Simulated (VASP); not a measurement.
**Ga: single point with PBE**

The system is Ga.

```
CELL_PARAMETERS angstrom
2.29601 0.00000 0.00000
0.00000 2.29601 0.00000
0.00000 0.00000 2.29601
ATOMIC_POSITIONS crystal
Ga 0.00000 0.00000 0.00000
```

This isn't the form of Ga at room conditions, which is orthorhombic.

```json
{"Program": "VASP 6.6.1", "Task": "single point", "Functional": "PBE", "Potentials or basis": "VASP PAW PBE potentials, release 64 (Ga_d)", "Cutoff": "520 eV", "k mesh": "16 × 16 × 16", "Occupations": "fermi-dirac, width 0.05 eV", "Spin": "no spin polarisation", "Dipole correction": "no", "Further INCAR settings": "ALGO = Normal; EDIFF = 1e-06; NBANDS = 12"}
```

```json
{
  "Pressure": "82.5 GPa",
  "Band gap on the k mesh": "zero (an odd number of electrons rules out a gap without spin polarisation)"
}
```

Levels at points of the mesh, in eV from the Fermi level:
| k point | band 5 | band 6 | band 7 | band 8 | band 9 | band 10 |
| --- | --- | --- | --- | --- | --- | --- |
| (0.00, 0.00, 0.00) | -15.00 | -14.87 | 12.85 | 12.85 | 12.85 | 15.91 |
| (0.50, 0.00, 0.00) | -14.96 | -7.09 | -6.93 | 19.08 | 19.08 | 20.83 |
| (0.50, 0.50, 0.00) | -14.63 | -1.54 | -1.54 | 1.01 | 4.21 | 26.41 |
| (0.50, 0.50, 0.50) | -14.60 | 4.03 | 4.03 | 4.03 | 10.01 | 10.01 |

Run time: 23 s on 1 thread of Intel Xeon 8259CL, on a shared host, peak memory 0.13 GiB.

Caveat: the cell stands under pressure.
